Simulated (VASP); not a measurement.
Set up this calculation in VASP 6.6.1, as the native input.

```
Task                   : single point
Functional             : PBE
Potentials or basis    : VASP PAW PBE potentials, release 64 (Li_sv, Cl)
Cutoff                 : 520 eV
k mesh                 : 8 × 8 × 8
Occupations            : gaussian, width 0.05 eV
Spin                   : no spin polarisation
Dipole correction      : no
Further INCAR settings : ALGO = Normal; EDIFF = 1e-06; NBANDS = 12
```

The structure of LiCl lies in POSCAR:

```
LiCl
1.0
    0.0000000000      2.5647600000      2.5647600000
    2.6417028000      0.0000000000      2.5647600000
    2.6417028000      2.5647600000      0.0000000000
Li Cl
1 1
Direct
    0.0000000000      0.0000000000      0.0000000000
    0.5000000000      0.5000000000      0.5000000000
```

This cell differs from its parent crystal: strain +0.0300 x Voigt [1, 0, 0, 0, 0, 0].

The input as run:

INCAR

```
ALGO     = Normal         # electronic algorithm
EDIFF    = 1E-6           # SCF threshold, eV
ENCUT    = 520            # plane-wave cutoff, eV
GGA      = PE             # functional
ISIF     = 2              # what is computed and relaxed
ISMEAR   = 0              # smearing method
LASPH    = True           # aspherical terms in the spheres
LCHARG   = False          # write CHGCAR
LREAL    = False          # projectors in reciprocal space
LWAVE    = False          # write WAVECAR
NBANDS   = 12             # bands
NELM     = 80             # most SCF steps
PREC     = Accurate       # precision mode
SIGMA    = 0.05           # smearing width, eV
```

KPOINTS

```
k-points
0
Gamma
  8 8 8
```

Potentials or basis: VASP PAW PBE potentials, release 64 (Li_sv, Cl).

The run is started by

```sh
$ cat potpaw_PBE.64/Li_sv/POTCAR potpaw_PBE.64/Cl/POTCAR > POTCAR
$ mpirun -np 1 vasp_std > vasp.out
```

Results of the run:

```yaml
Band_gap_on_the_k_mesh: 6.13 eV, direct
```

Caveat: the cell differs from its parent crystal (strain +0.0300 x Voigt [1, 0, 0, 0, 0, 0]).

It took 9.2 s on 1 thread of Intel(R) Xeon(R) 6975P-C (Granite Rapids), on a shared host, peak memory 0.16 GiB.
